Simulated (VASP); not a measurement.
# CaO (P6_3/mmc) in VASP: a series of runs

Runs on CaO. Level: r2SCAN. Tasks: single point.

All numbers are computed with VASP 6.6.1; they aren't measurements. Logs are shortened: lines on timing, memory, paths and dates and some standing lists are left out, and cuts for length are marked.

### Step 1. The cell of the first run

The structure is hexagonal, space group P6_3/mmc (No. 194). The conventional cell has a = 3.353 Å, b = 3.353 Å, c = 5.872 Å, α = 90.00°, β = 90.00°, γ = 120.00°. Ca (site symmetry -3m) has 6 O at 2.43 Å and 2 Ca at 2.94 Å within 3.2 Å. Within 3.2 Å of O (site symmetry -6m2) lie 6 Ca at 2.43 Å.

### Step 2. Single point, r2SCAN (volume changed by +3%)

POSCAR

```
CaO
1.0
    3.3528094407      0.0000000000      0.0000000000
   -1.6764047204      2.9036181497      0.0000000000
    0.0000000000      0.0000000000      5.8718796967
Ca O
2 2
Direct
    0.0000000000      0.0000000000      0.0000000000
    0.0000000000      0.0000000000      0.5000000000
    0.3333333333      0.6666666667      0.2500000000
    0.6666666667      0.3333333333      0.7500000000
```

INCAR.step1

```
ALGO = Normal
EDIFF = 1E-4
ENCUT = 520
GGA = PE
ISMEAR = 0
LASPH = True
LCHARG = False
LREAL = False
LWAVE = True
NBANDS = 24
NELM = 100
PREC = Accurate
SIGMA = 0.01
```

INCAR.step2

```
ALGO = Normal
EDIFF = 1E-6
ENCUT = 520
ISIF = 2
ISMEAR = 0
ISTART = 1
LASPH = True
LCHARG = True
LELF = True
LMIXTAU = True
LREAL = False
LVHAR = True
LWAVE = False
METAGGA = R2SCAN
NBANDS = 24
NELM = 100
PREC = Accurate
SIGMA = 0.01
```

KPOINTS

```
k-points
0
Gamma
  9 9 4
```

Potentials or basis: VASP PAW PBE potentials, release 64 (Ca_sv, O).

The run is started by

```console
$ cat potpaw_PBE.64/Ca_sv/POTCAR potpaw_PBE.64/O/POTCAR > POTCAR
$ cp INCAR.step1 INCAR
$ mpirun -np 1 vasp_std > vasp.out
$ cp INCAR.step2 INCAR
$ mpirun -np 1 vasp_std > vasp.out
```

OUTCAR:

```text
EDIFF = 1E-6
   ENCUT = 520
   ISIF = 2
   ISMEAR = 0
   ISTART = 1
   LASPH = True
   LREAL = False
   METAGGA = R2SCAN
   NELM = 100
   PREC = Accurate

 ion  position               nearest neighbor table
   1  0.000  0.000  0.000-   3 2.43   4 2.43   4 2.43   3 2.43   4 2.43   3 2.43   2 2.94   2 2.94

   2  0.000  0.000  0.500-   3 2.43   4 2.43   4 2.43   3 2.43   4 2.43   3 2.43   1 2.94   1 2.94

   3  0.333  0.667  0.250-   1 2.43   2 2.43   1 2.43   2 2.43   1 2.43   2 2.43
   4  0.667  0.333  0.750-   1 2.43   2 2.43   1 2.43   2 2.43   1 2.43   2 2.43

  LATTYP: Found a hexagonal cell.
 ALAT       =     3.3528094407
 C/A-ratio  =     1.7513311748

  Lattice vectors:

 A1 = (   3.3528094407,   0.0000000000,   0.0000000000)
 A2 = (  -1.6764047204,   2.9036181497,   0.0000000000)
 A3 = (   0.0000000000,   0.0000000000,   5.8718796967)

Analysis of symmetry for initial positions (statically):
=====================================================================
 Subroutine PRICEL returns:
 Original cell was already a primitive cell.

 Routine SETGRP: Setting up the symmetry group for a
 hexagonal supercell.

 Subroutine GETGRP returns: Found 24 space group operations
 (whereof 12 operations were pure point group operations)
 out of a pool of 24 trial point group operations.

The static configuration has the point symmetry D_3d.
 The point group associated with its full space group is D_6h.

Analysis of symmetry for dynamics (positions and initial velocities):
=====================================================================
 Subroutine PRICEL returns:
 Original cell was already a primitive cell.

 Routine SETGRP: Setting up the symmetry group for a
 hexagonal supercell.

 Subroutine GETGRP returns: Found 24 space group operations
 (whereof 12 operations were pure point group operations)
 out of a pool of 24 trial point group operations.

The dynamic configuration has the point symmetry D_3d.
 The point group associated with its full space group is D_6h.

 Subroutine INISYM returns: Found 24 space group operations
 (whereof 12 operations are pure point group operations),
 and found     1 'primitive' translations

----------------------------------------------------------------------------------------

                                     Primitive cell

  volume of cell :      57.1644

  direct lattice vectors                    reciprocal lattice vectors
     3.352809441  0.000000000  0.000000000     0.298257332  0.172198951  0.000000000
    -1.676404720  2.903618150  0.000000000     0.000000000  0.344397902  0.000000000
     0.000000000  0.000000000  5.871879697     0.000000000  0.000000000  0.170303217

  length of vectors
     3.352809441  3.352809441  5.871879697     0.344397902  0.344397902  0.170303217

  position of ions in fractional coordinates (direct lattice)
     0.000000000  0.000000000  0.000000000
     0.000000000  0.000000000  0.500000000
     0.333333333  0.666666667  0.250000000
     0.666666667  0.333333333  0.750000000

  ion indices of the primitive-cell ions
   primitive index   ion index
                 1           1
                 2           2
                 3           3
                 4           4

----------------------------------------------------------------------------------------

 KPOINTS: k-points

Automatic generation of k-mesh.
 Grid dimensions read from file:
 generate k-points for:    9    9    4

 Generating k-lattice:

  Cartesian coordinates                     Fractional coordinates (reciprocal lattice)
     0.033139704  0.019133217  0.000000000     0.111111111 -0.000000000  0.000000000
     0.000000000  0.038266434  0.000000000     0.000000000  0.111111111  0.000000000
     0.000000000  0.000000000  0.042575804     0.000000000  0.000000000  0.250000000

  Length of vectors
     0.038266434  0.038266434  0.042575804

  Shift w.r.t. Gamma in fractional coordinates (k-lattice)
     0.000000000  0.000000000  0.000000000

 Subroutine IBZKPT returns following result:
 ===========================================

 Found     36 irreducible k-points:

 Following reciprocal coordinates:
            Coordinates               Weight
  0.000000  0.000000  0.000000      1.000000
  0.111111 -0.000000  0.000000      6.000000
  0.222222  0.000000  0.000000      6.000000
  0.333333  0.000000  0.000000      6.000000
  0.444444  0.000000  0.000000      6.000000
  0.111111  0.111111  0.000000      6.000000
[... 16 lines left out ...]
  0.333333  0.222222  0.250000     24.000000
  0.333333  0.333333  0.250000      4.000000
 [... further k-points ...]
   k-points           NKPTS =     36   k-points in BZ     NKDIM =     36   number of bands    NBANDS=     24
   number of dos      NEDOS =    301   number of ions     NIONS =      4
   total plane-waves  NPLWV =  37632
   dimension x,y,z NGX =    28 NGY =   28 NGZ =   48
   dimension x,y,z NGXF=    56 NGYF=   56 NGZF=   96
   ions per type =               2   2
   NGX,Y,Z   is equivalent  to a cutoff of  13.88, 13.88, 13.59 a.u.
   NGXF,Y,Z  is equivalent  to a cutoff of  27.77, 27.77, 27.18 a.u.
 SYSTEM =  unknown system
   PREC   = accura    normal or accurate (medium, high low for compatibility)
   ISTART =      1    job   : 0-new  1-cont  2-samecut
   ICHARG =      0    charge: 1-file 2-atom 10-const
   ISPIN  =      1    spin polarized calculation?
   LNONCOLLINEAR =      F non collinear calculations
   LSORBIT =      F    spin-orbit coupling
   LASPH  =      T    aspherical Exc in radial PAW
   ENCUT  =  520.0 eV  38.22 Ry    6.18 a.u.   6.23  6.23 10.92*2*pi/ulx,y,z
   NELM   =    100;   NELMIN=  2; NELMDL=  0     # of ELM steps
   EDIFF  = 0.1E-05   stopping-criterion for ELM
   LREAL  =      F    real-space projection
   EDIFFG = 0.1E-04   stopping-criterion for IOM
   NSW    =      0    number of steps for IOM
   IBRION =     -1    ionic relax: 0-MD 1-quasi-New 2-CG
   NFREE  =      0    steps in history (QN), initial steepest desc. (CG)
   ISIF   =      2    stress and relaxation
   ISYM   =      2    0-nonsym 1-usesym 2-fastsym
   POTIM  = 0.5000    time-step for ionic-motion
   TEBEG  =    0.0;   TEEND  =   0.0 temperature during run
   PSTRESS=    0.0 pullay stress
   NELECT =      32.0000    total number of electrons
   NUPDOWN=      -1.0000    fix difference up-down
   EMIN   =  10.00;   EMAX   =-10.00  energy-range for DOS
   EFERMI =   0.00;   METHOD = LEGACY
   ISMEAR =     0;   SIGMA  =   0.01  broadening in eV -4-tet -1-fermi 0-gaus
   EFERMI_NEDOS =   21; number of points for ismear=-14 and -15
   IALGO  =     38    algorithm
   IMIX   =      4    mixing-type and parameters
     AMIX     =   0.40;   BMIX     =  1.00
     AMIX_MAG =   1.60;   BMIX_MAG =  1.00
  volume/ion in A,a.u.               =      14.29        96.44
  Fermi-wavevector in a.u.,A,eV,Ry     =   1.349221  2.549657 24.767997  1.820396
  Thomas-Fermi vector in A             =   2.476825
   LORBIT       =      0    0 simple, 1 ext, 2 COOP (PROOUT), +10 PAW based schemes
   METAGGA = R2SCAN    functional components
   LHFCALC =     F    Hartree Fock is set to
   AEXX    =    0.0000 exact exchange contribution
   IVDW    =     0    specifies the selected vdW correction
   LEPSILON=     F    determine dielectric tensor
   LRPA    =     F    only Hartree local field effects (RPA)
 non-spin polarized calculation
 Gauss-broadening in eV      SIGMA  =   0.01
  energy-cutoff  :      520.00
  volume of cell :       57.16
 maximum number of plane-waves:      1569
 NGX is ok and might be reduce to    28
   NGX = 13   NGY = 13   NGZ = 21

 number of electron      32.0000000 magnetization

 Free energy of the ion-electron system (eV)
  ---------------------------------------------------
  ext. energy  EPLUGINS =         0.00000000
  ---------------------------------------------------
  free energy    TOTEN  =       -38.24388235 eV

  energy without entropy =      -38.24388235  energy(sigma->0) =      -38.24388235

 E-fermi :   2.1366     XC(G=0): -10.9097

 val. band max:        1.9918653032   @ k =   0.0000   0.0000   0.0000
 cond. band min:       6.3447577651   @ k =   0.0000   0.0000   0.0000
 fundamental gap:      4.3528924618
 Fermi energy:         2.1365958060

 k-point     1 :       0.0000    0.0000    0.0000
  band No.  band energies     occupation
      1     -37.6147      2.00000
      2     -37.4643      2.00000
      3     -18.7977      2.00000
      4     -17.5093      2.00000
      5     -17.5093      2.00000
      6     -17.3863      2.00000
[... 16 lines left out ...]
     23      10.3535      0.00000
     24      10.9484      0.00000

 k-point     2 :       0.1111   -0.0000    0.0000
  band No.  band energies     occupation
      1     -37.6057      2.00000
      2     -37.4568      2.00000
      3     -18.7445      2.00000
      4     -17.6474      2.00000
      5     -17.5250      2.00000
      6     -17.4470      2.00000
[... 16 lines left out ...]
     23      10.4290      0.00000
     24      11.2820      0.00000

 k-point     3 :       0.2222    0.0000    0.0000
  band No.  band energies     occupation
      1     -37.5826      2.00000
      2     -37.4375      2.00000
      3     -18.6066      2.00000
      4     -17.9483      2.00000
      5     -17.5979      2.00000
      6     -17.5644      2.00000
[... 16 lines left out ...]
     23      10.7370      0.00000
     24      11.0596      0.00000

 k-point     4 :       0.3333    0.0000    0.0000
  band No.  band energies     occupation
      1     -37.5561      2.00000
      2     -37.4156      2.00000
      3     -18.4713      2.00000
      4     -18.2022      2.00000
      5     -17.7645      2.00000
      6     -17.6088      2.00000
[... 16 lines left out ...]
     23      11.1532      0.00000
     24      11.4641      0.00000

 k-point     5 :       0.4444    0.0000    0.0000
  band No.  band energies     occupation
      1     -37.5388      2.00000
      2     -37.4012      2.00000
      3     -18.5069      2.00000
      4     -18.2127      2.00000
      5     -17.8707      2.00000
      6     -17.6376      2.00000
[... 16 lines left out ...]
     23      11.3470      0.00000
     24      11.6959      0.00000

 k-point     6 :       0.1111    0.1111    0.0000
  band No.  band energies     occupation
      1     -37.5896      2.00000
      2     -37.4434      2.00000
      3     -18.6479      2.00000
      4     -17.8557      2.00000
      5     -17.5631      2.00000
      6     -17.5471      2.00000
[... 16 lines left out ...]
     23      10.5887      0.00000
     24      11.0598      0.00000
[... 379 lines left out ...]
 k-point    21 :       0.4444    0.1111    0.2500
  band No.  band energies     occupation
      1     -37.5145      2.00000
      2     -37.4177      2.00000
      3     -18.3860      2.00000
      4     -18.0787      2.00000
      5     -17.9672      2.00000
      6     -17.6923      2.00000
[... 16 lines left out ...]
     23      11.2172      0.00000
     24      11.7849      0.00000

 k-point    22 :       0.2222    0.2222    0.2500
  band No.  band energies     occupation
      1     -37.5245      2.00000
      2     -37.4265      2.00000
      3     -18.2276      2.00000
      4     -18.1997      2.00000
      5     -17.8422      2.00000
      6     -17.7213      2.00000
[... 16 lines left out ...]
     23      10.8305      0.00000
     24      11.6657      0.00000

 k-point    23 :       0.3333    0.2222    0.2500
  band No.  band energies     occupation
      1     -37.5116      2.00000
      2     -37.4152      2.00000
      3     -18.2619      2.00000
      4     -18.1027      2.00000
      5     -17.9374      2.00000
      6     -17.8039      2.00000
[... 16 lines left out ...]
     23      11.0239      0.00000
     24      11.7201      0.00000

 k-point    24 :       0.3333    0.3333    0.2500
  band No.  band energies     occupation
      1     -37.5071      2.00000
      2     -37.4112      2.00000
      3     -18.1080      2.00000
      4     -18.1080      2.00000
      5     -18.0764      2.00000
      6     -17.7708      2.00000
[... 16 lines left out ...]
     23      10.8534      0.00000
     24      11.5370      0.00000

 [... further k-points ...]
[... 5 lines left out ...]
  --------------------------------------------------------------------------------------
  -------------------------------------------------------------------------------------
  Total       -0.7783989     -0.7783989     -0.8089662      0.0000000     -0.0000000      0.0000000
  in kB      -21.8166107    -21.8166107    -22.6733354      0.0000000     -0.0000000      0.0000000
  external PRESSURE =     -22.1021856 kB  Pullay stress =       0.0000000 kB

 VOLUME and BASIS-vectors are now :
 -----------------------------------------------------------------------------
  energy-cutoff  :      520.00
  volume of cell :       57.16
      direct lattice vectors                 reciprocal lattice vectors
     3.352809441  0.000000000  0.000000000     0.298257332  0.172198951  0.000000000
    -1.676404720  2.903618150  0.000000000     0.000000000  0.344397902  0.000000000
     0.000000000  0.000000000  5.871879697     0.000000000  0.000000000  0.170303217

 POSITION                                       TOTAL-FORCE (eV/Angst)
 -----------------------------------------------------------------------------------
      0.00000      0.00000      0.00000        -0.000000      0.000000      0.000000
      0.00000      0.00000      2.93594        -0.000000      0.000000      0.000000
     -0.00000      1.93575      1.46797         0.000000     -0.000000      0.000000
      1.67640      0.96787      4.40391        -0.000000      0.000000     -0.000000
 -----------------------------------------------------------------------------------
    total drift:                                0.000000     -0.000000      0.000000

  FREE ENERGIE OF THE ION-ELECTRON SYSTEM (eV)
  ---------------------------------------------------
  free  energy   TOTEN  =       -38.2438823527 eV

  energy  without entropy=      -38.2438823527  energy(sigma->0) =      -38.24388235
```

Run time: 3.2 min. Hardware: 1 thread of Intel Xeon 6975P-C, shared host; peak memory 0.22 GiB.

What came out:

```
Free energy            : -38.2439 eV
Pressure               : -2.2 GPa
Band gap on the k mesh : 4.35 eV, direct
```

Stress tensor (GPa, compression positive):
```
-2.18  0.00  0.00
 0.00 -2.18  0.00
 0.00  0.00 -2.27
```

Caveat: the PAW data sets were made with another functional, which shifts forces and pressure a little.

(Part 1 of 2 ends here.)
